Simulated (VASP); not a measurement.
Write the native input for VASP 6.6.1 that does the following.

| Item | Value |
| --- | --- |
| Task | single point |
| Functional | r2SCAN |
| Potentials or basis | VASP PAW PBE potentials, release 64 (Eu) |
| Cutoff | 520 eV |
| k mesh | 10 × 10 × 10 |
| Occupations | methfessel-paxton, width 0.1 eV |
| Spin | collinear spin, ferromagnetic start |
| Starting moments | [7.31] μB |
| Dipole correction | no |
| Further INCAR settings | ALGO = Normal; EDIFF = 1e-07; NBANDS = 18 |

Eu:

```
Eu
1.0
    -2.22747    2.22747    2.22747
     2.22747   -2.22747    2.22747
     2.22747    2.22747   -2.22747
Eu
1
Direct
  0.00000 0.00000 0.00000
```

These files were run (other wordings do the same):

POSCAR

```
Eu
1.0
   -2.2274745855      2.2274745855      2.2274745855
    2.2274745855     -2.2274745855      2.2274745855
    2.2274745855      2.2274745855     -2.2274745855
Eu
1
Direct
    0.0000000000      0.0000000000      0.0000000000
```

INCAR.step1

```
ALGO = Normal
EDIFF = 1E-4
ENCUT = 520
GGA = PE
ISMEAR = 1
ISPIN = 2
LASPH = True
LCHARG = False
LMAXMIX = 6
LREAL = False
LWAVE = True
MAGMOM = 7.31
NBANDS = 18
NELM = 150
PREC = Accurate
SIGMA = 0.1
```

INCAR.step2

```
ALGO = Normal
EDIFF = 1E-7
ENCUT = 520
ISIF = 2
ISMEAR = 1
ISPIN = 2
ISTART = 1
LASPH = True
LCHARG = False
LMAXMIX = 6
LMIXTAU = True
LORBIT = 11
LREAL = False
LWAVE = False
MAGMOM = 7.31
METAGGA = R2SCAN
NBANDS = 18
NELM = 150
PREC = Accurate
SIGMA = 0.1
```

KPOINTS

```
k-points
0
Gamma
  10 10 10
```

Potentials or basis: VASP PAW PBE potentials, release 64 (Eu).

Launch:

```console
$ cat potpaw_PBE.64/Eu/POTCAR > POTCAR
$ cp INCAR.step1 INCAR
$ mpirun -np 1 vasp_std > vasp.out
$ cp INCAR.step2 INCAR
$ mpirun -np 1 vasp_std > vasp.out
```

Results of the run:

```yaml
Pressure: -0.3 GPa
Net_moment: 7.64 μB per cell
Site_moments: Eu +6.68 μB
Valence_electrons_inside_the_program's_atomic_spheres: Eu 14.79
```

Caveat: the PAW data sets were made with another functional, which shifts forces and pressure a little.

It took 8.4 min on 1 thread of AMD EPYC 9755 128-Core Processor, on a shared host, peak memory 0.21 GiB.
